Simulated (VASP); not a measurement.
A run of VASP 6.6.1:

Contents of INCAR:

```
ALGO     = Normal         # electronic algorithm
EDIFF    = 1E-7           # SCF threshold, eV
ENCUT    = 520            # plane-wave cutoff, eV
GGA      = PE             # functional
ISIF     = 2              # what is computed and relaxed
ISMEAR   = 0              # smearing method
LASPH    = True           # aspherical terms in the spheres
LCHARG   = False          # write CHGCAR
LREAL    = False          # projectors in reciprocal space
LWAVE    = False          # write WAVECAR
NBANDS   = 64             # bands
NELM     = 60             # most SCF steps
PREC     = Accurate       # precision mode
SIGMA    = 0.02           # smearing width, eV
```

The input KPOINTS:

```
k-points
0
Gamma
  12 12 1
```

File POSCAR:

```
WSe2
1.0
    3.3206779330      0.0000000000      0.0000000000
   -1.6603389665      2.8757914477      0.0000000000
    0.0000000000      0.0000000000     38.7701042002
W Se
4 8
Direct
    0.6666666667      0.3333333333      0.9017078272
    0.6666666667      0.3333333333      0.2946354537
    0.3333333333      0.6666666667      0.7053645463
    0.3333333333      0.6666666667      0.0982921728
    0.3333333333      0.6666666667      0.9449957673
    0.3333333333      0.6666666667      0.3379185056
    0.6666666667      0.3333333333      0.7486531834
    0.6666666667      0.3333333333      0.1415801739
    0.3333333333      0.6666666667      0.8584198261
    0.3333333333      0.6666666667      0.2513468166
    0.6666666667      0.3333333333      0.6620814944
    0.6666666667      0.3333333333      0.0550042327
```

Potentials or basis: VASP PAW PBE potentials, release 64 (W_sv, Se).

Run with:

```sh
$ cat potpaw_PBE.64/W_sv/POTCAR potpaw_PBE.64/Se/POTCAR > POTCAR
$ mpirun -np 1 vasp_std > vasp.out
```

Hardware: 1 thread of Intel Xeon 8259CL, with other jobs on the host.

Task: How long does it take, and how much memory?

Result: Run time: 26 min on 1 thread of Intel Xeon 8259CL, on a shared host, peak memory 0.72 GiB. Counts: scf iterations 25, k points 19.
